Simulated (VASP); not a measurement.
Write the native input for VASP 6.6.1 that does the following.

```
Task                   : single point
Functional             : PBEsol
Potentials or basis    : VASP PAW PBE potentials, release 64 (Li_sv, Pb_d)
Cutoff                 : 520 eV
k mesh                 : 10 × 7 × 1
Occupations            : gaussian, width 0.1 eV
Spin                   : no spin polarisation
Dipole correction      : yes
Further INCAR settings : ALGO = Normal; EDIFF = 1e-07; NBANDS = 54
```

The structure of LiPb lies in POSCAR:

```
LiPb
1.0
    3.5150948858      0.0000000000      0.0000000000
    0.0000000000      4.9710948605      0.0000000000
    0.0000000000      0.0000000000     24.9421897210
Li Pb
5 5
Direct
    0.5000000000      0.0000000000      0.2990633596
    0.5000000000      0.5000000000      0.4024911731
    0.5000000000      0.0000000000      0.4999999971
    0.5000000000      0.5000000000      0.5975088327
    0.5000000000      0.0000000000      0.7009366382
    0.0000000000      0.5000000000      0.3022871655
    0.0000000000      0.0000000000      0.3977171980
    0.0000000000      0.5000000000      0.5000000019
    0.0000000000      0.0000000000      0.6022827985
    0.0000000000      0.5000000000      0.6977128355
```

These files were run (other wordings do the same):

INCAR

```
SYSTEM = LiPb
PREC = Accurate
ENCUT = 520
EDIFF = 1E-7
ISMEAR = 0
SIGMA = 0.1
LREAL = .FALSE.
LASPH = .TRUE.
NELM = 60
ALGO = Normal
ISIF = 2
LWAVE = .FALSE.
LCHARG = .FALSE.
LDIPOL = .TRUE.
IDIPOL = 3
DIPOL = 0.5 0.5 0.500
GGA = PS
NBANDS = 54
```

KPOINTS

```
regular mesh
0
G
  10 7 1
  0 0 0
```

Potentials or basis: VASP PAW PBE potentials, release 64 (Li_sv, Pb_d).

Run with:

```sh
$ cat potpaw_PBE.64/Li_sv/POTCAR potpaw_PBE.64/Pb_d/POTCAR > POTCAR
$ mpirun -np 1 vasp_std > vasp.out
```

Results of the run:

* Largest force: 0.012 eV/Å
* Band gap on the k mesh: zero (an odd number of electrons rules out a gap without spin polarisation)

Caveat: the PAW data sets were made with another functional, which shifts forces and pressure a little; spin-orbit coupling is left out, which moves the levels of the heavy elements.

Wall time 18 min on 1 thread of Intel Xeon 8259CL, on a shared host, peak memory 0.76 GiB.
